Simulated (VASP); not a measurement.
# PtSe2 (Sudovikovite) (P-3m1) in VASP: further runs

PtSe2 (Sudovikovite) is run at these levels: PBE; tasks: single point.

Everything below comes from runs of VASP 6.6.1. Logs are shortened: lines on timing, memory, paths and dates and some standing lists are left out, and cuts for length are marked.

### Step 1. The cell of the first run

Symmetry: P-3m1, No. 164, trigonal system. The conventional cell has a = 3.648 Å, b = 3.648 Å, c = 4.959 Å, α = 90.00°, β = 90.00°, γ = 120.00°. Pt (site symmetry -3m) has 6 Se at 2.44 Å within 3.2 Å. Within 3.2 Å of Se (site symmetry 3m) lie 3 Pt at 2.44 Å.

### Step 2. Single point, PBE

The input, INCAR:

```
PREC     = Accurate       # precision mode
ENCUT    = 500            # plane-wave cutoff, eV
EDIFF    = 1E-6           # SCF threshold, eV
ISMEAR   = -1             # smearing method
SIGMA    = 0.05           # smearing width, eV
LREAL    = F              # projectors in reciprocal space
LASPH    = T              # aspherical terms in the spheres
NELM     = 120            # most SCF steps
ALGO     = Normal         # electronic algorithm
ISIF     = 2              # what is computed and relaxed
LWAVE    = F              # write WAVECAR
LCHARG   = F              # write CHGCAR
GGA      = PE             # functional
NBANDS   = 18             # bands
GGA_COMPAT= F
```

The input, KPOINTS:

```
regular mesh
0
Gamma
  9 9 6
```

The input, POSCAR:

```
PtSe2
1.0
    3.6479786689      0.0000000000      0.0000000000
   -1.8239893344      3.1592425879      0.0000000000
    0.0000000000      0.0000000000      4.9586648823
Pt Se
1 2
Direct
    0.0000000000      0.0000000000      0.0000000000
    0.3333333333      0.6666666667      0.2500000000
    0.6666666667      0.3333333333      0.7500000000
```

Potentials or basis: VASP PAW PBE potentials, release 64 (Pt, Se).

Launch:

```bash
> cat potpaw_PBE.64/Pt/POTCAR potpaw_PBE.64/Se/POTCAR > POTCAR
> mpirun -np 1 vasp_std > vasp.out
```

OUTCAR:

```text
PREC = Accurate
   ENCUT = 500
   EDIFF = 1E-6
   ISMEAR = -1
   LREAL = F
   LASPH = T
   NELM = 120
   ISIF = 2
   GGA = PE

 ion  position               nearest neighbor table
   1  0.000  0.000  0.000-   2 2.44   3 2.44   3 2.44   2 2.44   3 2.44   2 2.44
   2  0.333  0.667  0.250-   1 2.44   1 2.44   1 2.44
   3  0.667  0.333  0.750-   1 2.44   1 2.44   1 2.44

  LATTYP: Found a hexagonal cell.
 ALAT       =     3.6479786689
 C/A-ratio  =     1.3592910848

  Lattice vectors:

 A1 = (   3.6479786689,   0.0000000000,   0.0000000000)
 A2 = (  -1.8239893344,   3.1592425879,   0.0000000000)
 A3 = (   0.0000000000,   0.0000000000,   4.9586648823)

Analysis of symmetry for initial positions (statically):
=====================================================================
 Subroutine PRICEL returns:
 Original cell was already a primitive cell.

 Routine SETGRP: Setting up the symmetry group for a
 hexagonal supercell.

 Subroutine GETGRP returns: Found 12 space group operations
 (whereof 12 operations were pure point group operations)
 out of a pool of 24 trial point group operations.

The static configuration has the point symmetry D_3d.

Analysis of symmetry for dynamics (positions and initial velocities):
=====================================================================
 Subroutine PRICEL returns:
 Original cell was already a primitive cell.

 Routine SETGRP: Setting up the symmetry group for a
 hexagonal supercell.

 Subroutine GETGRP returns: Found 12 space group operations
 (whereof 12 operations were pure point group operations)
 out of a pool of 24 trial point group operations.

The dynamic configuration has the point symmetry D_3d.

 Subroutine INISYM returns: Found 12 space group operations
 (whereof 12 operations are pure point group operations),
 and found     1 'primitive' translations

----------------------------------------------------------------------------------------

                                     Primitive cell

  volume of cell :      57.1479

  direct lattice vectors                    reciprocal lattice vectors
     3.647978669  0.000000000  0.000000000     0.274124410  0.158265782  0.000000000
    -1.823989334  3.159242588  0.000000000     0.000000000  0.316531565  0.000000000
     0.000000000  0.000000000  4.958664882     0.000000000  0.000000000  0.201667187

  length of vectors
     3.647978669  3.647979005  4.958664882     0.316531594  0.316531565  0.201667187

  position of ions in fractional coordinates (direct lattice)
     0.000000000  0.000000000  0.000000000
     0.333333333  0.666666667  0.250000000
     0.666666667  0.333333333  0.750000000

  ion indices of the primitive-cell ions
   primitive index   ion index
                 1           1
                 2           2
                 3           3

----------------------------------------------------------------------------------------

 KPOINTS: regular mesh

Automatic generation of k-mesh.
 Grid dimensions read from file:
 generate k-points for:    9    9    6

 Generating k-lattice:

  Cartesian coordinates                     Fractional coordinates (reciprocal lattice)
     0.030458268  0.017585087  0.000000000     0.111111111 -0.000000000  0.000000000
     0.000000000  0.035170174  0.000000000     0.000000000  0.111111111  0.000000000
     0.000000000  0.000000000  0.033611198     0.000000000  0.000000000  0.166666667

  Length of vectors
     0.035170177  0.035170174  0.033611198

  Shift w.r.t. Gamma in fractional coordinates (k-lattice)
     0.000000000  0.000000000  0.000000000

 Subroutine IBZKPT returns following result:
 ===========================================

 Found     62 irreducible k-points:

 Following reciprocal coordinates:
            Coordinates               Weight
  0.000000  0.000000  0.000000      1.000000
  0.111111  0.000000  0.000000      6.000000
  0.222222  0.000000  0.000000      6.000000
  0.333333  0.000000  0.000000      6.000000
  0.444444  0.000000  0.000000      6.000000
  0.111111  0.111111  0.000000      6.000000
[... 16 lines left out ...]
  0.222222  0.111111  0.166667     12.000000
 -0.111111  0.333333  0.166667     12.000000
 [... further k-points ...]
   k-points           NKPTS =     62   k-points in BZ     NKDIM =     62   number of bands    NBANDS=     18
   number of dos      NEDOS =    301   number of ions     NIONS =      3
   total plane-waves  NPLWV =  28224
   dimension x,y,z NGX =    28 NGY =   28 NGZ =   36
   dimension x,y,z NGXF=    56 NGYF=   56 NGZF=   72
   ions per type =               1   2
   NGX,Y,Z   is equivalent  to a cutoff of  12.76, 12.76, 12.07 a.u.
   NGXF,Y,Z  is equivalent  to a cutoff of  25.52, 25.52, 24.14 a.u.
 SYSTEM =  unknown system
   PREC   = accura    normal or accurate (medium, high low for compatibility)
   ISTART =      0    job   : 0-new  1-cont  2-samecut
   ICHARG =      2    charge: 1-file 2-atom 10-const
   ISPIN  =      1    spin polarized calculation?
   LNONCOLLINEAR =      F non collinear calculations
   LSORBIT =      F    spin-orbit coupling
   LASPH  =      T    aspherical Exc in radial PAW
   ENCUT  =  500.0 eV  36.75 Ry    6.06 a.u.   6.65  6.65  9.04*2*pi/ulx,y,z
   NELM   =    120;   NELMIN=  2; NELMDL= -5     # of ELM steps
   EDIFF  = 0.1E-05   stopping-criterion for ELM
   LREAL  =      F    real-space projection
   EDIFFG = 0.1E-04   stopping-criterion for IOM
   NSW    =      0    number of steps for IOM
   IBRION =     -1    ionic relax: 0-MD 1-quasi-New 2-CG
   NFREE  =      0    steps in history (QN), initial steepest desc. (CG)
   ISIF   =      2    stress and relaxation
   ISYM   =      2    0-nonsym 1-usesym 2-fastsym
   POTIM  = 0.5000    time-step for ionic-motion
   TEBEG  =    0.0;   TEEND  =   0.0 temperature during run
   PSTRESS=    0.0 pullay stress
   NELECT =      22.0000    total number of electrons
   NUPDOWN=      -1.0000    fix difference up-down
   EMIN   =  10.00;   EMAX   =-10.00  energy-range for DOS
   EFERMI =   0.00;   METHOD = LEGACY
   ISMEAR =    -1;   SIGMA  =   0.05  broadening in eV -4-tet -1-fermi 0-gaus
   EFERMI_NEDOS =   21; number of points for ismear=-14 and -15
   IALGO  =     38    algorithm
   IMIX   =      4    mixing-type and parameters
     AMIX     =   0.40;   BMIX     =  1.00
     AMIX_MAG =   1.60;   BMIX_MAG =  1.00
  volume/ion in A,a.u.               =      19.05       128.55
  Fermi-wavevector in a.u.,A,eV,Ry     =   1.190919  2.250511 19.296995  1.418289
  Thomas-Fermi vector in A             =   2.326993
   LORBIT       =      0    0 simple, 1 ext, 2 COOP (PROOUT), +10 PAW based schemes
   GGA     = PE    functional components
   LHFCALC =     F    Hartree Fock is set to
   AEXX    =    0.0000 exact exchange contribution
   IVDW    =     0    specifies the selected vdW correction
   LEPSILON=     F    determine dielectric tensor
   LRPA    =     F    only Hartree local field effects (RPA)
 non-spin polarized calculation
  energy-cutoff  :      500.00
  volume of cell :       57.15
 maximum number of plane-waves:      1476
 NGX is ok and might be reduce to    28
   NGX = 13   NGY = 13   NGZ = 19

 number of electron      22.0000003 magnetization

 Free energy of the ion-electron system (eV)
  ---------------------------------------------------
  ext. energy  EPLUGINS =         0.00000000
  ---------------------------------------------------
  free energy    TOTEN  =       -13.90880712 eV

  energy without entropy =      -13.90333434  energy(sigma->0) =      -13.90607073

 E-fermi :   7.4884     XC(G=0): -10.9399

 val. band max:        7.4536096262   @ k =   0.3333   0.3333   0.0000
 cond. band min:       7.5460664281   @ k =   0.0000   0.3333   0.3333
 fundamental gap:      0.0924568018
 Fermi energy:         7.4883508510

 k-point     1 :       0.0000    0.0000    0.0000
  band No.  band energies     occupation
      1      -8.8930      2.00000
      2      -5.6806      2.00000
      3      -0.3543      2.00000
      4       0.3799      2.00000
      5       0.3799      2.00000
      6       2.9997      2.00000
[... 10 lines left out ...]
     17      14.6667      0.00000
     18      19.4833      0.00000

 k-point     2 :       0.1111    0.0000    0.0000
  band No.  band energies     occupation
      1      -8.7392      2.00000
      2      -5.7609      2.00000
      3      -0.1798      2.00000
      4       0.4789      2.00000
      5       0.4947      2.00000
      6       2.8000      2.00000
[... 10 lines left out ...]
     17      15.1595      0.00000
     18      17.5448      0.00000

 k-point     3 :       0.2222    0.0000    0.0000
  band No.  band energies     occupation
      1      -8.3047      2.00000
      2      -5.9666      2.00000
      3       0.2811      2.00000
      4       0.7320      2.00000
      5       0.8190      2.00000
      6       2.0494      2.00000
[... 10 lines left out ...]
     17      15.8657      0.00000
     18      15.9024      0.00000

 k-point     4 :       0.3333    0.0000    0.0000
  band No.  band energies     occupation
      1      -7.6814      2.00000
      2      -6.2354      2.00000
      3       0.3511      2.00000
      4       0.9916      2.00000
      5       1.1637      2.00000
      6       1.6807      2.00000
[... 10 lines left out ...]
     17      15.2675      0.00000
     18      16.4300      0.00000

 k-point     5 :       0.4444    0.0000    0.0000
  band No.  band energies     occupation
      1      -7.0429      2.00000
      2      -6.5635      2.00000
      3      -0.3725      2.00000
      4       1.1052      2.00000
      5       1.5419      2.00000
      6       2.5769      2.00000
[... 10 lines left out ...]
     17      14.7450      0.00000
     18      18.3178      0.00000

 k-point     6 :       0.1111    0.1111    0.0000
  band No.  band energies     occupation
      1      -8.4448      2.00000
      2      -5.9021      2.00000
      3       0.1453      2.00000
      4       0.6657      2.00000
      5       0.6956      2.00000
      6       2.4857      2.00000
[... 10 lines left out ...]
     17      16.0634      0.00000
     18      16.1561      0.00000

 k-point     7 :       0.2222    0.1111    0.0000
  band No.  band energies     occupation
      1      -7.9137      2.00000
      2      -6.1274      2.00000
      3       0.6219      2.00000
      4       0.8320      2.00000
      5       1.0835      2.00000
      6       1.6154      2.00000
[... 10 lines left out ...]
     17      15.2767      0.00000
     18      16.5599      0.00000

 k-point     8 :       0.3333    0.1111    0.0000
  band No.  band energies     occupation
      1      -7.2820      2.00000
      2      -6.3922      2.00000
      3       0.0427      2.00000
      4       0.9285      2.00000
      5       1.5267      2.00000
      6       1.8809      2.00000
[... 10 lines left out ...]
     17      16.2107      0.00000
     18      16.7005      0.00000
[... 229 lines left out ...]
     17      16.3056      0.00000
     18      16.9623      0.00000

 k-point    20 :       0.4444    0.0000    0.1667
  band No.  band energies     occupation
      1      -6.8896      2.00000
      2      -6.7129      2.00000
      3      -0.3787      2.00000
      4       1.0727      2.00000
      5       1.6406      2.00000
      6       2.1869      2.00000
[... 10 lines left out ...]
     17      15.6744      0.00000
     18      17.6579      0.00000

 k-point    21 :       0.0000    0.4444    0.1667
  band No.  band energies     occupation
      1      -7.1065      2.00000
      2      -6.4409      2.00000
      3      -0.5539      2.00000
      4       1.0234      2.00000
      5       1.1259      2.00000
      6       2.7002      2.00000
[... 10 lines left out ...]
     17      16.1344      0.00000
     18      17.8559      0.00000

 k-point    22 :       0.1111    0.1111    0.1667
  band No.  band energies     occupation
      1      -8.3411      2.00000
      2      -6.1099      2.00000
      3       0.0947      2.00000
      4       0.6446      2.00000
      5       1.0231      2.00000
      6       2.3959      2.00000
[... 10 lines left out ...]
     17      15.4459      0.00000
     18      16.2482      0.00000

 k-point    23 :       0.2222    0.1111    0.1667
  band No.  band energies     occupation
      1      -7.8057      2.00000
      2      -6.2935      2.00000
      3       0.4801      2.00000
      4       0.8554      2.00000
      5       1.1605      2.00000
      6       1.9443      2.00000
[... 10 lines left out ...]
     17      15.8589      0.00000
     18      16.3059      0.00000

 k-point    24 :      -0.1111    0.3333    0.1667
  band No.  band energies     occupation
      1      -7.8404      2.00000
      2      -6.2154      2.00000
      3       0.1822      2.00000
      4       0.7688      2.00000
      5       1.3281      2.00000
      6       1.6598      2.00000
[... 10 lines left out ...]
     17      15.3327      0.00000
     18      17.1600      0.00000

 [... further k-points ...]

------------------------ aborting loop because EDIFF is reached ----------------------------------------

  FORCE on cell =-STRESS in cart. coord.  units (eV):
  Direction    XX          YY          ZZ          XY          YZ          ZX
  --------------------------------------------------------------------------------------
  -------------------------------------------------------------------------------------
  Total        7.0113607      7.0113624      4.9802973      0.0000000      0.0000000     -0.0000000
  in kB      196.5680227    196.5680710    139.6258502      0.0000000      0.0000000     -0.0000000
  external PRESSURE =     177.5873146 kB  Pullay stress =       0.0000000 kB

 VOLUME and BASIS-vectors are now :
 -----------------------------------------------------------------------------
  energy-cutoff  :      500.00
  volume of cell :       57.15
      direct lattice vectors                 reciprocal lattice vectors
     3.647978669  0.000000000  0.000000000     0.274124410  0.158265782  0.000000000
    -1.823989334  3.159242588  0.000000000     0.000000000  0.316531565  0.000000000
     0.000000000  0.000000000  4.958664882     0.000000000  0.000000000  0.201667187

 POSITION                                       TOTAL-FORCE (eV/Angst)
 -----------------------------------------------------------------------------------
      0.00000      0.00000      0.00000        -0.000000      0.000000     -0.000000
     -0.00000      2.10616      1.23967        -0.000000      0.000000      1.464022
      1.82399      1.05308      3.71900         0.000000     -0.000000     -1.464022
 -----------------------------------------------------------------------------------
    total drift:                               -0.000000     -0.000000     -0.000000

  FREE ENERGIE OF THE ION-ELECTRON SYSTEM (eV)
  ---------------------------------------------------
  free  energy   TOTEN  =       -13.9088071246 eV

  energy  without entropy=      -13.9033343400  energy(sigma->0) =      -13.90607073
```

It took 66 s on 1 thread of Intel Xeon 8259CL, shared host; peak memory 0.21 GiB.

Results:

| Property | Result |
| --- | --- |
| Free energy | -13.9088 eV |
| Pressure | 17.8 GPa |
| Largest force | 1.464 eV/Å |
| Band gap on the k mesh | zero (band 11 reaches 7.84 eV, above the bottom of band 12 at 7.45 eV) |

Forces in eV/Å, atoms in the order of the input:
```
Pt   0.000  0.000  0.000
Se   0.000  0.000  1.464
Se   0.000  0.000 -1.464
```

Caveat: spin-orbit coupling is left out, which moves the levels of the heavy elements; forces of over 1 eV/Å act on the atoms, so gaps and moduli don't describe the material at rest.

[end of part 1 of 2]
